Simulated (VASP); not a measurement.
# C (P6_3/mmc) in VASP: further runs, part 2 of 2

VASP 6.6.1.

### Step 4. Single point, r2SCAN (biaxial strain in the a-b plane: -3.0 %, then relaxed in part)

File POSCAR:

```
C
1.0
    2.3821339318      0.0000000000      0.0000000000
   -1.1910669659      2.0629885001      0.0000000000
    0.0000000000      0.0000000000      7.0038529679
C
4
Direct
    0.0000000000      0.0000000000      0.2500000000
    0.0000000000      0.0000000000      0.7500000000
    0.3333333333      0.6666666667      0.2500000000
    0.6666666667      0.3333333333      0.7500000000
```

File INCAR.step1:

```
SYSTEM = C
ALGO = Normal ; EDIFF = 1E-4
ENCUT = 520 ; GGA = PE
ISMEAR = 0 ; LASPH = .True.
LCHARG = .False. ; LREAL = .False.
LWAVE = .True. ; NBANDS = 16
NELM = 80 ; PREC = Accurate
SIGMA = 0.1
```

File INCAR.step2:

```
SYSTEM = C
ALGO = Normal ; EDIFF = 1E-6
ENCUT = 520 ; ISIF = 2
ISMEAR = 0 ; ISTART = 1
LASPH = .True. ; LCHARG = .False.
LMIXTAU = .True. ; LREAL = .False.
LWAVE = .False. ; METAGGA = R2SCAN
NBANDS = 16 ; NELM = 80
PREC = Accurate ; SIGMA = 0.1
```

File KPOINTS:

```
k-points
0
Gamma
  24 24 8
  0 0 0
```

Potentials or basis: VASP PAW PBE potentials, release 64 (C).

On the command line:

```sh
cat potpaw_PBE.64/C/POTCAR > POTCAR
cp INCAR.step1 INCAR
mpirun -np 1 vasp_std > vasp.out
cp INCAR.step2 INCAR
mpirun -np 1 vasp_std > vasp.out
```

OUTCAR:

```text
SYSTEM = C
   EDIFF = 1E-6
   ENCUT = 520
   ISIF = 2
   ISMEAR = 0
   ISTART = 1
   LASPH = .True.
   LREAL = .False.
   METAGGA = R2SCAN
   NELM = 80
   PREC = Accurate

 ion  position               nearest neighbor table
   1  0.000  0.000  0.250-   3 1.38   3 1.38   3 1.38
   2  0.000  0.000  0.750-   4 1.38   4 1.38   4 1.38
   3  0.333  0.667  0.250-   1 1.38   1 1.38   1 1.38
   4  0.667  0.333  0.750-   2 1.38   2 1.38   2 1.38

  LATTYP: Found a hexagonal cell.
 ALAT       =     2.3821339318
 C/A-ratio  =     2.9401591885

  Lattice vectors:

 A1 = (   2.3821339318,   0.0000000000,   0.0000000000)
 A2 = (  -1.1910669659,   2.0629885001,   0.0000000000)
 A3 = (   0.0000000000,   0.0000000000,   7.0038529679)

Analysis of symmetry for initial positions (statically):
=====================================================================
 Subroutine PRICEL returns:
 Original cell was already a primitive cell.

 Routine SETGRP: Setting up the symmetry group for a
 hexagonal supercell.

 Subroutine GETGRP returns: Found 24 space group operations
 (whereof 12 operations were pure point group operations)
 out of a pool of 24 trial point group operations.

The static configuration has the point symmetry D_3d.
 The point group associated with its full space group is D_6h.

Analysis of symmetry for dynamics (positions and initial velocities):
=====================================================================
 Subroutine PRICEL returns:
 Original cell was already a primitive cell.

 Routine SETGRP: Setting up the symmetry group for a
 hexagonal supercell.

 Subroutine GETGRP returns: Found 24 space group operations
 (whereof 12 operations were pure point group operations)
 out of a pool of 24 trial point group operations.

The dynamic configuration has the point symmetry D_3d.
 The point group associated with its full space group is D_6h.

 Subroutine INISYM returns: Found 24 space group operations
 (whereof 12 operations are pure point group operations),
 and found     1 'primitive' translations

----------------------------------------------------------------------------------------

                                     Primitive cell

  volume of cell :      34.4191

  direct lattice vectors                    reciprocal lattice vectors
     2.382133932  0.000000000  0.000000000     0.419791678  0.242366838  0.000000000
    -1.191066966  2.062988500  0.000000000     0.000000000  0.484733676  0.000000000
     0.000000000  0.000000000  7.003852968     0.000000000  0.000000000  0.142778554

  length of vectors
     2.382133932  2.382133932  7.003852968     0.484733676  0.484733676  0.142778554

  position of ions in fractional coordinates (direct lattice)
     0.000000000  0.000000000  0.250000000
     0.000000000  0.000000000  0.750000000
     0.333333333  0.666666667  0.250000000
     0.666666667  0.333333333  0.750000000

  ion indices of the primitive-cell ions
   primitive index   ion index
                 1           1
                 2           2
                 3           3
                 4           4

[... 25 lines left out ...]

 Following reciprocal coordinates:
            Coordinates               Weight
  0.000000  0.000000  0.000000      1.000000
  0.041667 -0.000000  0.000000      6.000000
  0.083333  0.000000  0.000000      6.000000
  0.125000  0.000000  0.000000      6.000000
  0.166667  0.000000  0.000000      6.000000
  0.208333  0.000000  0.000000      6.000000
[... 16 lines left out ...]
  0.416667  0.041667  0.000000     12.000000
  0.458333  0.041667  0.000000     12.000000
 [... further k-points ...]
   k-points           NKPTS =    305   k-points in BZ     NKDIM =    305   number of bands    NBANDS=     16
   number of dos      NEDOS =    301   number of ions     NIONS =      4
   total plane-waves  NPLWV =  17496
   dimension x,y,z NGX =    18 NGY =   18 NGZ =   54
   dimension x,y,z NGXF=    36 NGYF=   36 NGZF=  108
   ions per type =               4
   NGX,Y,Z   is equivalent  to a cutoff of  12.56, 12.56, 12.82 a.u.
   NGXF,Y,Z  is equivalent  to a cutoff of  25.12, 25.12, 25.64 a.u.
 SYSTEM =  C
   PREC   = accura    normal or accurate (medium, high low for compatibility)
   ISTART =      1    job   : 0-new  1-cont  2-samecut
   ICHARG =      0    charge: 1-file 2-atom 10-const
   ISPIN  =      1    spin polarized calculation?
   LNONCOLLINEAR =      F non collinear calculations
   LSORBIT =      F    spin-orbit coupling
   LASPH  =      T    aspherical Exc in radial PAW
   ENCUT  =  520.0 eV  38.22 Ry    6.18 a.u.   4.43  4.43 13.02*2*pi/ulx,y,z
   NELM   =     80;   NELMIN=  2; NELMDL=  0     # of ELM steps
   EDIFF  = 0.1E-05   stopping-criterion for ELM
   LREAL  =      F    real-space projection
   EDIFFG = 0.1E-04   stopping-criterion for IOM
   NSW    =      0    number of steps for IOM
   IBRION =     -1    ionic relax: 0-MD 1-quasi-New 2-CG
   NFREE  =      0    steps in history (QN), initial steepest desc. (CG)
   ISIF   =      2    stress and relaxation
   ISYM   =      2    0-nonsym 1-usesym 2-fastsym
   POTIM  = 0.5000    time-step for ionic-motion
   TEBEG  =    0.0;   TEEND  =   0.0 temperature during run
   PSTRESS=    0.0 pullay stress
   NELECT =      16.0000    total number of electrons
   NUPDOWN=      -1.0000    fix difference up-down
   EMIN   =  10.00;   EMAX   =-10.00  energy-range for DOS
   EFERMI =   0.00;   METHOD = LEGACY
   ISMEAR =     0;   SIGMA  =   0.10  broadening in eV -4-tet -1-fermi 0-gaus
   EFERMI_NEDOS =   21; number of points for ismear=-14 and -15
   IALGO  =     38    algorithm
   IMIX   =      4    mixing-type and parameters
     AMIX     =   0.40;   BMIX     =  1.00
     AMIX_MAG =   1.60;   BMIX_MAG =  1.00
  volume/ion in A,a.u.               =       8.60        58.07
  Fermi-wavevector in a.u.,A,eV,Ry     =   1.268182  2.396516 21.882044  1.608285
  Thomas-Fermi vector in A             =   2.401290
   LORBIT       =      0    0 simple, 1 ext, 2 COOP (PROOUT), +10 PAW based schemes
   METAGGA = R2SCAN    functional components
   LHFCALC =     F    Hartree Fock is set to
   AEXX    =    0.0000 exact exchange contribution
   IVDW    =     0    specifies the selected vdW correction
   LEPSILON=     F    determine dielectric tensor
   LRPA    =     F    only Hartree local field effects (RPA)
 non-spin polarized calculation
 Gauss-broadening in eV      SIGMA  =   0.10
  energy-cutoff  :      520.00
  volume of cell :       34.42
 maximum number of plane-waves:       957
 NGX is ok and might be reduce to    18
   NGX =  9   NGY =  9   NGZ = 27

 number of electron      16.0000005 magnetization

 Free energy of the ion-electron system (eV)
  ---------------------------------------------------
  ext. energy  EPLUGINS =         0.00000000
  ---------------------------------------------------
  free energy    TOTEN  =       -39.46201998 eV

  energy without entropy =      -39.46157919  energy(sigma->0) =      -39.46179959

 E-fermi :   4.8735     XC(G=0): -11.0350

 val. band max:        4.8727055469   @ k =   0.3333   0.3333   0.2500
 cond. band min:       4.8790082098   @ k =   0.3333   0.3333   0.5000
 fundamental gap:      0.0063026629
 Fermi energy:         4.8734612659

 k-point     1 :       0.0000    0.0000    0.0000
  band No.  band energies     occupation
      1     -16.8456      2.00000
      2     -16.6453      2.00000
      3      -4.6418      2.00000
      4      -3.0905      2.00000
      5       1.7067      2.00000
      6       1.7068      2.00000
[... 433 lines left out ...]
      3      -9.6142      2.00000
      4      -9.5177      2.00000
      5      -2.3774      2.00000
      6      -2.3435      2.00000
[... 8 lines left out ...]
     15      19.7150      0.00000
     16      20.8228      0.00000

 [... further k-points ...]

------------------------ aborting loop because EDIFF is reached ----------------------------------------

  FORCE on cell =-STRESS in cart. coord.  units (eV):
  Direction    XX          YY          ZZ          XY          YZ          ZX
  --------------------------------------------------------------------------------------
  -------------------------------------------------------------------------------------
  Total        9.4302396      9.4302396     -0.0309909      0.0000000      0.0000000      0.0000000
  in kB      438.9684490    438.9684490     -1.4425961      0.0000000      0.0000000      0.0000000
  external PRESSURE =     292.1647673 kB  Pullay stress =       0.0000000 kB

 VOLUME and BASIS-vectors are now :
 -----------------------------------------------------------------------------
  energy-cutoff  :      520.00
  volume of cell :       34.42
      direct lattice vectors                 reciprocal lattice vectors
     2.382133932  0.000000000  0.000000000     0.419791678  0.242366838  0.000000000
    -1.191066966  2.062988500  0.000000000     0.000000000  0.484733676  0.000000000
     0.000000000  0.000000000  7.003852968     0.000000000  0.000000000  0.142778554

 POSITION                                       TOTAL-FORCE (eV/Angst)
 -----------------------------------------------------------------------------------
      0.00000      0.00000      1.75096         0.000000     -0.000000     -0.000000
      0.00000      0.00000      5.25289        -0.000000      0.000000     -0.000000
     -0.00000      1.37533      1.75096         0.000000      0.000000      0.000000
      1.19107      0.68766      5.25289        -0.000000     -0.000000     -0.000000
 -----------------------------------------------------------------------------------
    total drift:                                0.000000     -0.000000      0.000000

  FREE ENERGIE OF THE ION-ELECTRON SYSTEM (eV)
  ---------------------------------------------------
  free  energy   TOTEN  =       -39.4620199777 eV

  energy  without entropy=      -39.4615791946  energy(sigma->0) =      -39.46179959
```

Wall time 5.8 min (1 thread of Intel Xeon Platinum 8488C (Sapphire Rapids), shared host); peak memory 0.23 GiB.

Results:

```
Free energy            : -39.4620 eV
Pressure               : 29.2 GPa
Band gap on the k mesh : zero (bands 8 and 9 overlap by 0.02 eV)
```

Levels at points of the mesh, in eV from the Fermi level:
```
           k point  band 4  band 5  band 6  band 7  band 8  band 9  band 10  band 11  band 12  band 13
(0.00, 0.00, 0.00)   -7.96   -3.17   -3.17   -3.16   -3.16    3.68     9.34     9.34     9.38     9.38
(0.50, 0.00, 0.00)  -14.68   -7.11   -7.08   -3.03   -2.48    1.62     2.27     8.60     8.89    11.68
(0.00, 0.00, 0.50)   -8.80   -3.16   -3.16   -3.16   -3.16    6.10     6.10     9.36     9.36     9.36
(0.50, 0.00, 0.50)  -14.71   -7.09   -7.09   -2.72   -2.72    1.81     1.81     8.74     8.74    13.18
```

Caveat: the cell differs from its parent crystal (biaxial strain in the a-b plane: -3.0 %, then relaxed in part); the cell stands under pressure; the PAW data sets were made with another functional, which shifts forces and pressure a little.

### Step 5. Overview

| cell | k mesh | gap on the mesh (eV) | pressure (GPa) |
| --- | --- | --- | --- |
| a = 2.456, b = 2.456, c = 7.036 Å, angles 90.0, 90.0, 120.0°, 4 atoms | 18 × 18 × 6 | none | 0.7 |
| a = 2.345, b = 2.345, c = 6.975 Å, angles 90.0, 90.0, 120.0°, 4 atoms | 24 × 24 × 8 | none | 46.9 |
| a = 2.382, b = 2.382, c = 7.004 Å, angles 90.0, 90.0, 120.0°, 4 atoms | 24 × 24 × 8 | none | 29.2 |

Alike in all rows: task single point; level r2SCAN; potentials or basis VASP PAW PBE potentials, release 64 (C); no spin polarisation; cutoff (eV) 520; smearing gaussian 0.1 eV.

Caveats: the PAW data sets were made with another functional, which shifts forces and pressure a little; the cell stands under pressure (at least some runs).

Absolute energies hang on the potentials; compare differences alone.
